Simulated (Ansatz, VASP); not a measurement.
## Two plane-wave programs on Ge

```
CELL_PARAMETERS angstrom
4.02269 0.00000 0.00000
-2.01134 3.48375 0.00000
0.00000 0.00000 18.86852
ATOMIC_POSITIONS crystal
Ge 0.33333 0.66667 0.27476
Ge 0.66667 0.33333 0.23849
Ge 0.33333 0.66667 0.51083
Ge 0.66667 0.33333 0.47456
```

Alike in both runs: task single point; functional PBE; dispersion D3(BJ); k mesh 9 × 9 × 1; occupations gaussian, width 0.1 eV; no spin polarisation.

|  | VASP | Ansatz |
| --- | --- | --- |
| version | VASP 6.6.1 | Ansatz 0.2.0 |
| potentials or method | VASP PAW PBE potentials, release 64 (Ge_d), cutoff 520 eV | scalar-relativistic, plane waves, PAW |
| valence electrons in the cell | 56 | 56 |

```csv
,VASP,Ansatz,Ansatz less VASP
gap on the k mesh at the Fermi level (eV),0.55,0.55,0.000
least direct gap on the mesh (eV),0.57,0.57,0.000
rms of the force components (eV/Å),0.043,0.043,-0.0005
```

Atom by atom the forces differ by 0.001 eV/Å (rms over components).
